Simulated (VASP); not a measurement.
# GaN in VASP: further runs

Runs on GaN. Level: PBEsol. Tasks: single point, relaxation of cell and atoms.

Everything below comes from runs of VASP 6.6.1. Logs are shortened: lines on timing, memory, paths and dates and some standing lists are left out, and cuts for length are marked.

**1. The cell of the first run**

Symmetry: Cmc2_1, No. 36, orthorhombic system. Conventional cell: a = 3.164 Å, b = 5.533 Å, c = 5.193 Å, α = 90.00°, β = 90.00°, γ = 90.00°. Ga (site symmetry m) has 4 N at 1.94 to 1.95 Å within 2.6 Å. N (site symmetry m) has 4 Ga at 1.94 to 1.95 Å within 2.6 Å.

**2. Single point, PBEsol**

Input file INCAR:

```
PREC     = Accurate       # precision mode
ENCUT    = 520            # plane-wave cutoff, eV
EDIFF    = 1E-6           # SCF threshold, eV
ISMEAR   = -1             # smearing method
SIGMA    = 0.05           # smearing width, eV
LREAL    = Auto         
LASPH    = T              # aspherical terms in the spheres
NELM     = 80             # most SCF steps
ALGO     = Normal         # electronic algorithm
ISIF     = 2              # what is computed and relaxed
LWAVE    = F              # write WAVECAR
LCHARG   = F              # write CHGCAR
GGA      = PS             # functional
NBANDS   = 486            # bands
LUSENCCL = F
```

Input file KPOINTS:

```
Automatic mesh
0
Gamma
  1 1 1
  0.5 0.5 0.5
```

Input file POSCAR:

```
GaN
1.0
    9.4918053309      0.0000000000      0.0000000000
    0.0000000000     11.0656255574      0.0000000000
    0.0000000000      0.0000000000     10.3856962342
Ga N
48 48
Direct
    0.1666667000      0.0835174000      0.2499558000
    0.1666667000      0.0835174000      0.7499558000
    0.0000000000      0.3335174000      0.2499558000
    1.0000000000      0.3335174000      0.7499558000
    0.5000000000      0.0835174000      0.2499558000
    0.5000000000      0.0835174000      0.7499558000
    0.3333333000      0.3335174000      0.2499558000
    0.3333333000      0.3335174000      0.7499558000
    0.1666667000      0.5835174000      0.2499558000
    0.1666667000      0.5835174000      0.7499558000
    1.0000000000      0.8335174000      0.2499558000
    1.0000000000      0.8335174000      0.7499558000
    0.8333333000      0.0835174000      0.2499558000
    0.8333333000      0.0835174000      0.7499558000
    0.6666667000      0.3335174000      0.2499558000
    0.6666667000      0.3335174000      0.7499558000
    0.5000000000      0.5835174000      0.2499558000
    0.5000000000      0.5835174000      0.7499558000
    0.3333333000      0.8335174000      0.2499558000
    0.3333333000      0.8335174000      0.7499558000
    0.8333333000      0.5835174000      0.2499558000
    0.8333333000      0.5835174000      0.7499558000
    0.6666667000      0.8335174000      0.2499558000
    0.6666667000      0.8335174000      0.7499558000
    0.0000000000      0.1664826000      0.4999558000
    1.0000000000      0.1664826000      0.9999558000
    0.3333333000      0.1664826000      0.4999558000
    0.3333333000      0.1664826000      0.9999558000
    0.1666667000      0.4164826000      0.4999558000
    0.1666667000      0.4164826000      0.9999558000
    0.0000000000      0.6664826000      0.4999558000
    0.0000000000      0.6664826000      0.9999558000
    0.6666667000      0.1664826000      0.4999558000
    0.6666667000      0.1664826000      0.9999558000
    0.5000000000      0.4164826000      0.4999558000
    0.5000000000      0.4164826000      0.9999558000
    0.3333333000      0.6664826000      0.4999558000
    0.3333333000      0.6664826000      0.9999558000
    0.1666667000      0.9164826000      0.4999558000
    0.1666667000      0.9164826000      0.9999558000
    0.8333333000      0.4164826000      0.4999558000
    0.8333333000      0.4164826000      0.9999558000
    0.6666667000      0.6664826000      0.4999558000
    0.6666667000      0.6664826000      0.9999558000
    0.5000000000      0.9164826000      0.4999558000
    0.5000000000      0.9164826000      0.9999558000
    0.8333333000      0.9164826000      0.4999558000
    0.8333333000      0.9164826000      0.9999558000
    1.0000000000      0.1673921000      0.1880442000
    1.0000000000      0.1673921000      0.6880442000
    0.3333333000      0.1673921000      0.1880442000
    0.3333333000      0.1673921000      0.6880442000
    0.1666667000      0.4173921000      0.1880442000
    0.1666667000      0.4173921000      0.6880442000
    1.0000000000      0.6673921000      0.1880442000
    1.0000000000      0.6673921000      0.6880442000
    0.6666667000      0.1673921000      0.1880442000
    0.6666667000      0.1673921000      0.6880442000
    0.5000000000      0.4173921000      0.1880442000
    0.5000000000      0.4173921000      0.6880442000
    0.3333333000      0.6673921000      0.1880442000
    0.3333333000      0.6673921000      0.6880442000
    0.1666667000      0.9173921000      0.1880442000
    0.1666667000      0.9173921000      0.6880442000
    0.8333333000      0.4173921000      0.1880442000
    0.8333333000      0.4173921000      0.6880442000
    0.6666667000      0.6673921000      0.1880442000
    0.6666667000      0.6673921000      0.6880442000
    0.5000000000      0.9173921000      0.1880442000
    0.5000000000      0.9173921000      0.6880442000
    0.8333333000      0.9173921000      0.1880442000
    0.8333333000      0.9173921000      0.6880442000
    0.1666667000      0.0826079000      0.4380442000
    0.1666667000      0.0826079000      0.9380442000
    1.0000000000      0.3326079000      0.4380442000
    1.0000000000      0.3326079000      0.9380442000
    0.5000000000      0.0826079000      0.4380442000
    0.5000000000      0.0826079000      0.9380442000
    0.3333333000      0.3326079000      0.4380442000
    0.3333333000      0.3326079000      0.9380442000
    0.1666667000      0.5826079000      0.4380442000
    0.1666667000      0.5826079000      0.9380442000
    0.0000000000      0.8326079000      0.4380442000
    1.0000000000      0.8326079000      0.9380442000
    0.8333333000      0.0826079000      0.4380442000
    0.8333333000      0.0826079000      0.9380442000
    0.6666667000      0.3326079000      0.4380442000
    0.6666667000      0.3326079000      0.9380442000
    0.5000000000      0.5826079000      0.4380442000
    0.5000000000      0.5826079000      0.9380442000
    0.3333333000      0.8326079000      0.4380442000
    0.3333333000      0.8326079000      0.9380442000
    0.8333333000      0.5826079000      0.4380442000
    0.8333333000      0.5826079000      0.9380442000
    0.6666667000      0.8326079000      0.4380442000
    0.6666667000      0.8326079000      0.9380442000
```

Potentials or basis: VASP PAW PBE potentials, release 64 (Ga_d, N).

Launch:

```bash
> cat potpaw_PBE.64/Ga_d/POTCAR potpaw_PBE.64/N/POTCAR > POTCAR
> mpirun -np 1 vasp_std > vasp.out
```

OUTCAR:

```text
PREC = Accurate
   ENCUT = 520
   EDIFF = 1E-6
   ISMEAR = -1
   LREAL = Auto
   LASPH = T
   NELM = 80
   ISIF = 2
   GGA = PS

 ion  position               nearest neighbor table
   1  0.167  0.084  0.250-  51 1.94  49 1.94  63 1.95  73 1.95
   2  0.167  0.084  0.750-  52 1.94  50 1.94  64 1.95  74 1.95
   3  0.000  0.334  0.250-  53 1.94  65 1.94  49 1.95  75 1.95
   4  0.000  0.334  0.750-  54 1.94  66 1.94  50 1.95  76 1.95
   5  0.500  0.084  0.250-  51 1.94  57 1.94  69 1.95  77 1.95
   6  0.500  0.084  0.750-  52 1.94  58 1.94  70 1.95  78 1.95
[... 88 lines left out ...]
  95  0.667  0.833  0.438-  47 1.94  45 1.94  43 1.95  23 1.95
  96  0.667  0.833  0.938-  48 1.94  46 1.94  44 1.95  24 1.95

  LATTYP: Found a simple orthorhombic cell.
 ALAT       =     9.4918053309
 B/A-ratio  =     1.0941750144
 C/A-ratio  =     1.1658083127

  Lattice vectors:

 A1 = (  -9.4918053309,   0.0000000000,   0.0000000000)
 A2 = (   0.0000000000,   0.0000000000,  10.3856962342)
 A3 = (   0.0000000000,  11.0656255574,   0.0000000000)

Analysis of symmetry for initial positions (statically):
=====================================================================
 Subroutine PRICEL returns following result:

  LATTYP: Found a base centered orthorhombic cell.
 ALAT       =     3.1639357431
 B/A-ratio  =     1.7487121193
 C/A-ratio  =     1.6412621933

  Lattice vectors:

 A1 = (  -1.5819678715,   2.7664063894,   0.0000000000)
 A2 = (  -1.5819678715,  -2.7664063893,   0.0000000000)
 A3 = (   0.0000000000,   0.0000000000,   5.1928481171)

  24 primitive cells build up your supercell.

 Routine SETGRP: Setting up the symmetry group for a
 simple orthorhombic supercell.

 Subroutine GETGRP returns: Found  4 space group operations
 (whereof  2 operations were pure point group operations)
 out of a pool of  8 trial point group operations.

The static configuration has the point symmetry C_1h.
 The point group associated with its full space group is C_2v.

Analysis of symmetry for dynamics (positions and initial velocities):
=====================================================================
 Subroutine PRICEL returns following result:

  LATTYP: Found a base centered orthorhombic cell.
 ALAT       =     3.1639357431
 B/A-ratio  =     1.7487121193
 C/A-ratio  =     1.6412621933

  Lattice vectors:

 A1 = (  -1.5819678715,   2.7664063894,   0.0000000000)
[... 96 lines left out ...]
   NSW    =      0    number of steps for IOM
   IBRION =     -1    ionic relax: 0-MD 1-quasi-New 2-CG
   NFREE  =      0    steps in history (QN), initial steepest desc. (CG)
   ISIF   =      2    stress and relaxation
   ISYM   =      2    0-nonsym 1-usesym 2-fastsym
   POTIM  = 0.5000    time-step for ionic-motion
   TEBEG  =    0.0;   TEEND  =   0.0 temperature during run
   PSTRESS=    0.0 pullay stress
   NELECT =     864.0000    total number of electrons
   NUPDOWN=      -1.0000    fix difference up-down
   EMIN   =  10.00;   EMAX   =-10.00  energy-range for DOS
   EFERMI =   0.00;   METHOD = LEGACY
   ISMEAR =    -1;   SIGMA  =   0.05  broadening in eV -4-tet -1-fermi 0-gaus
   EFERMI_NEDOS =   21; number of points for ismear=-14 and -15
   IALGO  =     38    algorithm
   IMIX   =      4    mixing-type and parameters
     AMIX     =   0.40;   BMIX     =  1.00
     AMIX_MAG =   1.60;   BMIX_MAG =  1.00
  volume/ion in A,a.u.               =      11.36        76.68
  Fermi-wavevector in a.u.,A,eV,Ry     =   1.514698  2.862363 31.215967  2.294309
  Thomas-Fermi vector in A             =   2.624320
   LORBIT       =      0    0 simple, 1 ext, 2 COOP (PROOUT), +10 PAW based schemes
   GGA     = PS    functional components
   LHFCALC =     F    Hartree Fock is set to
   AEXX    =    0.0000 exact exchange contribution
   IVDW    =     0    specifies the selected vdW correction
   LEPSILON=     F    determine dielectric tensor
   LRPA    =     F    only Hartree local field effects (RPA)
 non-spin polarized calculation
  energy-cutoff  :      520.00
  volume of cell :     1090.84
 maximum number of plane-waves:     29360
 NGX is ok and might be reduce to    72
   NGX = 35   NGY = 41   NGZ = 39

 number of electron     863.9999596 magnetization

 Free energy of the ion-electron system (eV)
  ---------------------------------------------------
  ext. energy  EPLUGINS =         0.00000000
  ---------------------------------------------------
  free energy    TOTEN  =      -632.95983173 eV

  energy without entropy =     -632.95983173  energy(sigma->0) =     -632.95983173

 E-fermi :   5.9753     XC(G=0): -11.9381

 val. band max:        4.6338128975   @ k =   0.5000   0.5000   0.5000
 cond. band min:       9.3738367042   @ k =   0.5000   0.5000   0.5000
 fundamental gap:      4.7400238067
 Fermi energy:         5.9753435040

 k-point     1 :       0.5000    0.5000    0.5000
  band No.  band energies     occupation
      1     -10.3115      2.00000
      2     -10.3115      2.00000
      3     -10.3115      2.00000
      4     -10.3115      2.00000
      5     -10.3115      2.00000
      6     -10.3115      2.00000
[... 436 lines left out ...]
    443      10.0147      0.00000
    444      10.0147      0.00000
 [bands above 444 left out]

------------------------ aborting loop because EDIFF is reached ----------------------------------------

  FORCE on cell =-STRESS in cart. coord.  units (eV):
  Direction    XX          YY          ZZ          XY          YZ          ZX
  --------------------------------------------------------------------------------------
  -------------------------------------------------------------------------------------
  Total       -1.4420390     -1.4973019     -1.4282350      0.0000000      0.0000000      0.0000000
  in kB       -2.1180060     -2.1991738     -2.0977312      0.0000000      0.0000000      0.0000000
  external PRESSURE =      -2.1383037 kB  Pullay stress =       0.0000000 kB

 VOLUME and BASIS-vectors are now :
 -----------------------------------------------------------------------------
  energy-cutoff  :      520.00
  volume of cell :     1090.84
      direct lattice vectors                 reciprocal lattice vectors
     9.491805331  0.000000000  0.000000000     0.105354036  0.000000000  0.000000000
     0.000000000 11.065625557  0.000000000     0.000000000  0.090369947  0.000000000
     0.000000000  0.000000000 10.385696234     0.000000000  0.000000000  0.096286275

 POSITION                                       TOTAL-FORCE (eV/Angst)
 -----------------------------------------------------------------------------------
      1.58197      0.92417      2.59597        -0.000000      0.000726      0.000772
      1.58197      0.92417      7.78881         0.000000      0.000726      0.000772
      0.00000      3.69058      2.59597        -0.000000      0.000726      0.000772
      0.00000      3.69058      7.78881        -0.000000      0.000726      0.000772
      4.74590      0.92417      2.59597        -0.000000      0.000726      0.000772
      4.74590      0.92417      7.78881        -0.000000      0.000726      0.000772
[... 88 lines left out ...]
      6.32787      9.21333      4.54939        -0.000000      0.000665     -0.000772
      6.32787      9.21333      9.74224         0.000000      0.000665     -0.000772
 -----------------------------------------------------------------------------------
    total drift:                                0.000000      0.000000      0.064879

  FREE ENERGIE OF THE ION-ELECTRON SYSTEM (eV)
  ---------------------------------------------------
  free  energy   TOTEN  =      -632.9598317273 eV

  energy  without entropy=     -632.9598317273  energy(sigma->0) =     -632.95983173
```

Run time: 2.1 min. Hardware: 1 × NVIDIA H100 80GB with 1 thread of AMD EPYC 7R13 (Zen 3), shared host; peak memory 1.9 GiB.

Results:

* Free energy: -632.9598 eV
* Pressure: -0.2 GPa
* Band gap on the k mesh: 4.74 eV

Caveat: the k points lie up to 0.66 Å⁻¹ apart; the PAW data sets were made with another functional, which shifts forces and pressure a little; a shifted mesh leaves out Γ, where band edges can lie. A k mesh can miss the band edges.

(Part 1 of 2 ends here.)
